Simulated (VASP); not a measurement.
The system is Si.

```
Si
1.0
     2.76918    0.00000    0.00000
    -1.38459    2.39818    0.00000
     0.00000    0.00000    4.52207
Si
2
Direct
  0.33333 0.66667 0.25000
  0.66667 0.33333 0.75000
```

```yaml
Program: VASP 6.6.1
Task: relaxation of cell and atoms
Functional: r2SCAN
Potentials_or_basis: VASP PAW PBE potentials, release 64 (Si)
Cutoff: 600 eV
k_mesh: 13 × 13 × 7
Occupations: fermi-dirac, width 0.1 eV
Spin: no spin polarisation
```

At the start: pressure -6.5 GPa; volume 15.02 Å³/atom.

**Question.** Where does the relaxation end?

**Answer.** Over 6 steps the energy falls by 30.7 meV/atom and the volume is 13.72 Å³/atom (-8.6 %); space group P6_3/mmc (No. 194, to 0.05 Å).

The path:
| step | energy change (eV) | largest force (eV/Å) | pressure (GPa) | volume (Å³) |
| --- | --- | --- | --- | --- |
| 1 | 0.0000 | 0.0000 | -6.53 | 30.03 |
| 2 | -0.0585 | 0.0000 | -0.02 | 27.45 |
| 3 | -0.0585 | 0.0000 | -0.01 | 27.43 |
| 4 | -0.0589 | 0.0000 | -0.02 | 27.43 |
| 5 | -0.0602 | 0.0000 | -0.02 | 27.44 |
| 6 | -0.0614 | 0.0000 | 0.02 | 27.44 |

Final structure:
```xyz
2
Lattice="2.6468 0.0000 0.0000 -1.3234 2.2922 0.0000 0.0000 0.0000 4.5222" Properties=species:S:1:pos:R:3 pbc="T T T"
Si    0.0000    1.5282    1.1306
Si    1.3234    0.7641    3.3917
```

Caveat: the PAW data sets were made with another functional, which shifts forces and pressure a little.
